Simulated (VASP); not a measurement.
A run of VASP 6.6.1:

Contents of INCAR:

```
PREC = Accurate ; ENCUT = 520
EDIFF = 1E-8 ; ISMEAR = 0
SIGMA = 0.15 ; LREAL = False
LASPH = True ; NELM = 80
ALGO = Normal ; ISIF = 2
LWAVE = False ; LCHARG = False
GGA = PE ; IBRION = 8
NSW = 1
```

The input KPOINTS:

```
Automatic mesh
0
Gamma
  24 24 24
```

File POSCAR:

```
TaN
1.0
    0.0000000000      2.2086347780      2.2086347780
    2.2086347780      0.0000000000      2.2086347780
    2.2086347780      2.2086347780      0.0000000000
Ta N
1 1
Direct
    0.5000000000      0.5000000000      0.5000000000
    0.0000000000      0.0000000000      0.0000000000
```

Potentials or basis: VASP PAW PBE potentials, release 64 (Ta_pv, N).

Launch:

```bash
$ cat potpaw_PBE.64/Ta_pv/POTCAR potpaw_PBE.64/N/POTCAR > POTCAR
$ mpirun -np 1 vasp_std > vasp.out
```

Hardware: 1 thread of Intel(R) Xeon(R) 6975P-C (Granite Rapids), with other jobs on the host.

Question: How long does it take, and how much memory?

Answer: It took 4.7 min on 1 thread of Intel(R) Xeon(R) 6975P-C (Granite Rapids) (shared host), peak memory 0.68 GiB. Counts: scf iterations 41, k points 413.
